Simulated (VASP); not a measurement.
# SrTlF3 in VASP: notebook

SrTlF3 is run at these levels: HSE06; tasks: single point.

All numbers are computed with VASP 6.6.1; they aren't measurements. Logs are shortened: lines on timing, memory, paths and dates and some standing lists are left out, and cuts for length are marked.

## Step 1: The cell of the first run

The structure is tetragonal, space group P4/mmm (No. 123). Conventional cell: a = 4.826 Å, b = 4.826 Å, c = 4.673 Å, α = 90.00°, β = 90.00°, γ = 90.00°. Tl (site symmetry 4/mmm) has 12 F at 3.36 to 3.41 Å and 8 Sr at 4.14 Å within 4.4 Å. Sr (site symmetry 4/mmm) has 6 F at 2.34 to 2.41 Å within 3.1 Å. F (site symmetry 4/mmm) has 2 Sr at 2.34 Å within 3.1 Å. Within 3.2 Å of F (site symmetry mmm) lie 2 Sr at 2.41 Å.

## Step 2: Single point, HSE06 (epitaxial xy strain +2.5%)

File POSCAR:

```
SrTlF3
1.0
    4.8263099579      0.0000000000      0.0000000000
    0.0000000000      4.8263099579      0.0000000000
    0.0000000000      0.0000000000      4.6728478292
Tl Sr F
1 1 3
Direct
    0.0000000000      0.0000000000      0.0000000000
    0.5000000000      0.5000000000      0.5000000000
    0.5000000000      0.5000000000      0.0000000000
    0.5000000000      0.0000000000      0.5000000000
    0.0000000000      0.5000000000      0.5000000000
```

File INCAR.step1:

```
PREC = Accurate ; ENCUT = 520
EDIFF = 1E-5 ; ISMEAR = 0
SIGMA = 0.01 ; LREAL = False
LASPH = True ; NELM = 120
ALGO = Normal ; ISIF = 2
LWAVE = True ; LCHARG = False
GGA = PE ; NBANDS = 30
GGA_COMPAT = False ; KPAR = 4
```

File INCAR.step2:

```
PREC = Accurate ; ENCUT = 520
EDIFF = 1E-6 ; ISMEAR = 0
SIGMA = 0.01 ; LREAL = False
LASPH = True ; NELM = 120
ALGO = Normal ; ISIF = 2
LWAVE = False ; LCHARG = False
GGA = PE ; LHFCALC = True
HFSCREEN = 0.2079 ; PRECFOCK = Normal
ISTART = 1 ; NBANDS = 30
GGA_COMPAT = False ; KPAR = 4
```

File KPOINTS:

```
Automatic mesh
0
Gamma
  4 4 4
```

Potentials or basis: VASP PAW PBE potentials, release 64 (Tl_d, Sr_sv, F).

Command:

```bash
> cat potpaw_PBE.64/Tl_d/POTCAR potpaw_PBE.64/Sr_sv/POTCAR potpaw_PBE.64/F/POTCAR > POTCAR
> cp INCAR.step1 INCAR
> mpirun -np 4 vasp_std > vasp.out
> cp INCAR.step2 INCAR
> mpirun -np 4 vasp_std > vasp.out
```

OUTCAR:

```text
PREC = Accurate
   ENCUT = 520
   EDIFF = 1E-6
   ISMEAR = 0
   LREAL = False
   LASPH = True
   NELM = 120
   ISIF = 2
   GGA = PE
   LHFCALC = True
   HFSCREEN = 0.2079
   PRECFOCK = Normal
   ISTART = 1

 ion  position               nearest neighbor table
   1  0.000  0.000  0.000-   2 4.14   2 4.14   2 4.14   2 4.14   2 4.14   2 4.14   2 4.14   2 4.14

   2  0.500  0.500  0.500-   3 2.34   3 2.34   5 2.41   4 2.41   4 2.41   5 2.41   1 4.14   1 4.14
                             1 4.14   1 4.14   1 4.14   1 4.14   1 4.14   1 4.14
   3  0.500  0.500  0.000-   2 2.34   2 2.34
   4  0.500  0.000  0.500-   2 2.41   2 2.41
   5  0.000  0.500  0.500-   2 2.41   2 2.41

  LATTYP: Found a simple tetragonal cell.
 ALAT       =     4.8263099579
 C/A-ratio  =     0.9682030102

  Lattice vectors:

 A1 = (   4.8263099579,   0.0000000000,   0.0000000000)
 A2 = (   0.0000000000,   4.8263099579,   0.0000000000)
 A3 = (   0.0000000000,   0.0000000000,   4.6728478292)

Analysis of symmetry for initial positions (statically):
=====================================================================
 Subroutine PRICEL returns:
 Original cell was already a primitive cell.

 Routine SETGRP: Setting up the symmetry group for a
 simple tetragonal supercell.

 Subroutine GETGRP returns: Found 16 space group operations
 (whereof 16 operations were pure point group operations)
 out of a pool of 16 trial point group operations.

The static configuration has the point symmetry D_4h.

Analysis of symmetry for dynamics (positions and initial velocities):
=====================================================================
 Subroutine PRICEL returns:
 Original cell was already a primitive cell.

 Routine SETGRP: Setting up the symmetry group for a
 simple tetragonal supercell.

 Subroutine GETGRP returns: Found 16 space group operations
 (whereof 16 operations were pure point group operations)
 out of a pool of 16 trial point group operations.

The dynamic configuration has the point symmetry D_4h.

 Subroutine INISYM returns: Found 16 space group operations
 (whereof 16 operations are pure point group operations),
 and found     1 'primitive' translations

----------------------------------------------------------------------------------------

                                     Primitive cell

  volume of cell :     108.8459

  direct lattice vectors                    reciprocal lattice vectors
     4.826309958  0.000000000  0.000000000     0.207197633  0.000000000  0.000000000
     0.000000000  4.826309958  0.000000000     0.000000000  0.207197633  0.000000000
     0.000000000  0.000000000  4.672847829     0.000000000  0.000000000  0.214002261

  length of vectors
     4.826309958  4.826309958  4.672847829     0.207197633  0.207197633  0.214002261

  position of ions in fractional coordinates (direct lattice)
     0.000000000  0.000000000  0.000000000
     0.500000000  0.500000000  0.500000000
     0.500000000  0.500000000  0.000000000
     0.500000000  0.000000000  0.500000000
     0.000000000  0.500000000  0.500000000

  ion indices of the primitive-cell ions
   primitive index   ion index
                 1           1
                 2           2
                 3           3
                 4           4
                 5           5

----------------------------------------------------------------------------------------

 KPOINTS: Automatic mesh

Automatic generation of k-mesh.
 Grid dimensions read from file:
 generate k-points for:    4    4    4

 Generating k-lattice:

  Cartesian coordinates                     Fractional coordinates (reciprocal lattice)
     0.051799408  0.000000000  0.000000000     0.250000000  0.000000000  0.000000000
     0.000000000  0.051799408  0.000000000     0.000000000  0.250000000  0.000000000
     0.000000000  0.000000000  0.053500565     0.000000000  0.000000000  0.250000000

  Length of vectors
     0.051799408  0.051799408  0.053500565

  Shift w.r.t. Gamma in fractional coordinates (k-lattice)
     0.000000000  0.000000000  0.000000000

 Subroutine IBZKPT returns following result:
 ===========================================

 Found     18 irreducible k-points:

 Following reciprocal coordinates:
            Coordinates               Weight
  0.000000  0.000000  0.000000      1.000000
  0.250000  0.000000  0.000000      4.000000
  0.500000  0.000000  0.000000      2.000000
  0.250000  0.250000  0.000000      4.000000
  0.500000  0.250000  0.000000      4.000000
  0.500000  0.500000  0.000000      1.000000
[... 10 lines left out ...]
  0.500000  0.250000  0.500000      4.000000
  0.500000  0.500000  0.500000      1.000000
   k-points           NKPTS =     18   k-points in BZ     NKDIM =     64   number of bands    NBANDS=     30
   number of dos      NEDOS =    301   number of ions     NIONS =      5
   total plane-waves  NPLWV =  46656
   dimension x,y,z NGX =    36 NGY =   36 NGZ =   36
   dimension x,y,z NGXF=    72 NGYF=   72 NGZF=   72
   ions per type =               1   1   3
   NGX,Y,Z   is equivalent  to a cutoff of  12.40, 12.40, 12.81 a.u.
   NGXF,Y,Z  is equivalent  to a cutoff of  24.80, 24.80, 25.62 a.u.
 SYSTEM =  unknown system
   PREC   = accura    normal or accurate (medium, high low for compatibility)
   ISTART =      1    job   : 0-new  1-cont  2-samecut
   ICHARG =      0    charge: 1-file 2-atom 10-const
   ISPIN  =      1    spin polarized calculation?
   LNONCOLLINEAR =      F non collinear calculations
   LSORBIT =      F    spin-orbit coupling
   LASPH  =      T    aspherical Exc in radial PAW
   ENCUT  =  520.0 eV  38.22 Ry    6.18 a.u.   8.97  8.97  8.69*2*pi/ulx,y,z
   NELM   =    120;   NELMIN=  2; NELMDL=  0     # of ELM steps
   EDIFF  = 0.1E-05   stopping-criterion for ELM
   LREAL  =      F    real-space projection
   EDIFFG = 0.1E-04   stopping-criterion for IOM
   NSW    =      0    number of steps for IOM
   IBRION =     -1    ionic relax: 0-MD 1-quasi-New 2-CG
   NFREE  =      0    steps in history (QN), initial steepest desc. (CG)
   ISIF   =      2    stress and relaxation
   ISYM   =      3    0-nonsym 1-usesym 2-fastsym
   POTIM  = 0.5000    time-step for ionic-motion
   TEBEG  =    0.0;   TEEND  =   0.0 temperature during run
   PSTRESS=    0.0 pullay stress
   NELECT =      44.0000    total number of electrons
   NUPDOWN=      -1.0000    fix difference up-down
   EMIN   =  10.00;   EMAX   =-10.00  energy-range for DOS
   EFERMI =   0.00;   METHOD = LEGACY
   ISMEAR =     0;   SIGMA  =   0.01  broadening in eV -4-tet -1-fermi 0-gaus
   EFERMI_NEDOS =   21; number of points for ismear=-14 and -15
   IALGO  =     38    algorithm
   IMIX   =      1    mixing-type and parameters
     AMIX     =   0.40;   BMIX     =  1.00
     AMIX_MAG =   1.60;   BMIX_MAG =  1.00
  volume/ion in A,a.u.               =      21.77       146.91
  Fermi-wavevector in a.u.,A,eV,Ry     =   1.210473  2.287462 19.935861  1.465244
  Thomas-Fermi vector in A             =   2.346018
   LORBIT       =      0    0 simple, 1 ext, 2 COOP (PROOUT), +10 PAW based schemes
   GGA     = PE    functional components
   LHFCALC =     T    Hartree Fock is set to
   PRECFOCK=normal    Normal, Fast or Accurate (Low or Medium for compatibility)
   ENCUT4O =  -1.0   cutoff for four orbital integrals eV
   NKREDX  =     1    reduce k-point grid by
   NKREDY  =     1    reduce k-point grid by
   NKREDZ  =     1    reduce k-point grid by
   AEXX    =    0.2500 exact exchange contribution
   HFSCREEN=    0.2079 screening length (either q_TF or 0.3 A-1)
   HFSCREENC=   0.2079 screening length for correlation (either q_TF or 0.3 A-1)
   ENCUTFOCK=  -1.0 apply spherical cutoff to Coloumb kernel
   IVDW    =     0    specifies the selected vdW correction
   LEPSILON=     F    determine dielectric tensor
   LRPA    =     F    only Hartree local field effects (RPA)
 non-spin polarized calculation
 Gauss-broadening in eV      SIGMA  =   0.01
  energy-cutoff  :      520.00
  volume of cell :      108.85
 maximum number of plane-waves:      2952
 NGX is ok and might be reduce to    36
  NGX = 28; NGY = 28; NGZ = 28

 number of electron      43.9999978 magnetization

 Free energy of the ion-electron system (eV)
  ---------------------------------------------------
  ext. energy  EPLUGINS =         0.00000000
  ---------------------------------------------------
  free energy    TOTEN  =       -29.07240987 eV

  energy without entropy =      -29.07240987  energy(sigma->0) =      -29.07240987

 E-fermi :  -2.4523     XC(G=0):  -6.9458

 val. band max:       -2.5955933943   @ k =   0.0000   0.0000   0.5000
 cond. band min:       3.1508312078   @ k =   0.0000   0.0000   0.5000
 fundamental gap:      5.7464246022
 Fermi energy:        -2.4523054013

 k-point     1 :       0.0000    0.0000    0.0000
  band No.  band energies     occupation
      1     -34.4746      2.00000
      2     -23.8050      2.00000
      3     -23.6558      2.00000
      4     -23.6507      2.00000
      5     -15.5544      2.00000
      6     -15.4750      2.00000
[... 22 lines left out ...]
     29       8.6095      0.00000
     30       8.9371      0.00000

 k-point     2 :       0.2500    0.0000    0.0000
  band No.  band energies     occupation
      1     -34.4695      2.00000
      2     -23.8042      2.00000
      3     -23.7297      2.00000
      4     -23.6522      2.00000
      5     -15.5500      2.00000
      6     -15.4705      2.00000
[... 22 lines left out ...]
     29       9.4203      0.00000
     30       9.5293      0.00000

 k-point     3 :       0.5000    0.0000    0.0000
  band No.  band energies     occupation
      1     -34.4645      2.00000
      2     -23.8039      2.00000
      3     -23.8029      2.00000
      4     -23.6512      2.00000
      5     -15.5456      2.00000
      6     -15.4660      2.00000
[... 484 lines left out ...]
     29      10.5306      0.00000
     30      12.3333      0.00000

 k-point    18 :       0.5000    0.5000    0.5000
  band No.  band energies     occupation
      1     -34.4377      2.00000
      2     -24.0206      2.00000
      3     -23.7999      2.00000
      4     -23.7999      2.00000
      5     -14.9136      2.00000
      6     -14.9136      2.00000
[... 22 lines left out ...]
     29      10.8312      0.00000
     30      11.0104      0.00000

------------------------ aborting loop because EDIFF is reached ----------------------------------------

  FORCE on cell =-STRESS in cart. coord.  units (eV):
  Direction    XX          YY          ZZ          XY          YZ          ZX
  --------------------------------------------------------------------------------------
  -------------------------------------------------------------------------------------
  Total       -0.9547117     -0.9547117      0.7751096      0.0000000     -0.0000000      0.0000000
  in kB      -14.0530559    -14.0530559     11.4093699      0.0000000     -0.0000000      0.0000000
  external PRESSURE =      -5.5655806 kB  Pullay stress =       0.0000000 kB

 VOLUME and BASIS-vectors are now :
 -----------------------------------------------------------------------------
  energy-cutoff  :      520.00
  volume of cell :      108.85
      direct lattice vectors                 reciprocal lattice vectors
     4.826309958  0.000000000  0.000000000     0.207197633  0.000000000  0.000000000
     0.000000000  4.826309958  0.000000000     0.000000000  0.207197633  0.000000000
     0.000000000  0.000000000  4.672847829     0.000000000  0.000000000  0.214002261

 POSITION                                       TOTAL-FORCE (eV/Angst)
 -----------------------------------------------------------------------------------
      0.00000      0.00000      0.00000         0.000000      0.000000      0.000000
      2.41315      2.41315      2.33642         0.000000      0.000000      0.000000
      2.41315      2.41315      0.00000         0.000000      0.000000      0.000000
      2.41315      0.00000      2.33642         0.000000      0.000000      0.000000
      0.00000      2.41315      2.33642         0.000000      0.000000      0.000000
 -----------------------------------------------------------------------------------
    total drift:                                0.000002      0.000002      0.000000

  FREE ENERGIE OF THE ION-ELECTRON SYSTEM (eV)
  ---------------------------------------------------
  free  energy   TOTEN  =       -29.0724098746 eV

  energy  without entropy=      -29.0724098746  energy(sigma->0) =      -29.07240987
```

It took 25 min on 4 MPI ranks of Intel Xeon Platinum 8488C (Sapphire Rapids), shared host; peak memory 0.38 GiB.

Results:

| Item | Value |
| --- | --- |
| Free energy | -29.0724 eV |
| Pressure | -0.6 GPa |
| Band gap on the k mesh | 5.75 eV, direct |

Caveat: the cell differs from its parent crystal (epitaxial xy strain +2.5%); the PAW data sets were made with another functional, which shifts forces and pressure a little; spin-orbit coupling is left out, which moves the levels of the heavy elements. A k mesh can miss the band edges.

[end of part 1 of 2]
